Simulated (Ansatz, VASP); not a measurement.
## Two plane-wave programs on Y

Contents of INCAR:

```
SYSTEM = Y
  ALGO = Normal
  EDIFF = 1E-6
  ENCUT = 520
  GGA = PE
  ISIF = 2
  ISMEAR = -1
  LASPH = .True.
  LCHARG = .True.
  LELF = .True.
  LREAL = .False.
  LVHAR = .True.
  LWAVE = .False.
  NBANDS = 12
  NELM = 100
  PREC = Accurate
  SIGMA = 0.08
```

KPOINTS

```
k-points
0
Gamma
  14 14 14
  0 0 0
```

The input POSCAR:

```
Y
1.0
    0.0000000000      1.9122743573      1.9122743573
    1.9122743573      0.0000000000      1.9122743573
    1.9122743573      1.9122743573      0.0000000000
Y
1
Direct
    0.0000000000      0.0000000000      0.0000000000
```

Input for Ansatz:

```yaml
crystal:
  lattice:
    - [0.0, 1.9122743573, 1.9122743573]
    - [1.9122743573, 0.0, 1.9122743573]
    - [1.9122743573, 1.9122743573, 0.0]
  atoms:
    - { symbol: "Y", position: [0.0, 0.0, 0.0] }
kpoints:
  mp_grid: { grid: [14, 14, 14] }
  band_path:
    path:
      - [0.0, 0.0, 0.0]
      - [0.5, 0.0, 0.5]
      - [0.625, 0.25, 0.625]
      - [0.375, 0.375, 0.75]
      - [0.0, 0.0, 0.0]
      - [0.5, 0.5, 0.5]
      - [0.5, 0.25, 0.75]
      - [0.5, 0.0, 0.5]
    npoints: 8
scf:
  occupations: { method: fermi_dirac, width: 0.08 }
hamiltonian:
  xc: pbe
  pseudopotentials: { kind: paw }
output:
  forces: true
  stress: true
  eigenvalues: true
  populations: true
  dos: { projected: true, de: 0.2, e_range: [-14, 8] }
```

Change from the starting cell: volume scaled by 0.43, PAW files.

Alike in both runs: task single point; functional PBE; k mesh 14 × 14 × 14; occupations fermi-dirac, width 0.08 eV; no spin polarisation.

|  | VASP | Ansatz |
| --- | --- | --- |
| version | VASP 6.6.1 | Ansatz 0.2.0 |
| potentials or method | VASP PAW PBE potentials, release 64 (Y_sv) | PAW with Ansatz's default frozen-core files, scalar-relativistic |
| plane-wave cutoff (eV) | 520 | 420 |
| valence electrons in the cell | 11 | 11 |

Ansatz gave:

```
pressure (GPa) : 117.9
```

Problem. What did VASP give for the same quantities?

Solution. Pressure (GPa): 118.4.

Both programs put the cell under a high pressure, so it lies far from rest at this level. The functional is the same, so the differences come from potentials, cutoffs and numerics.

Noted on VASP's run: the cell as given lies far from equilibrium.
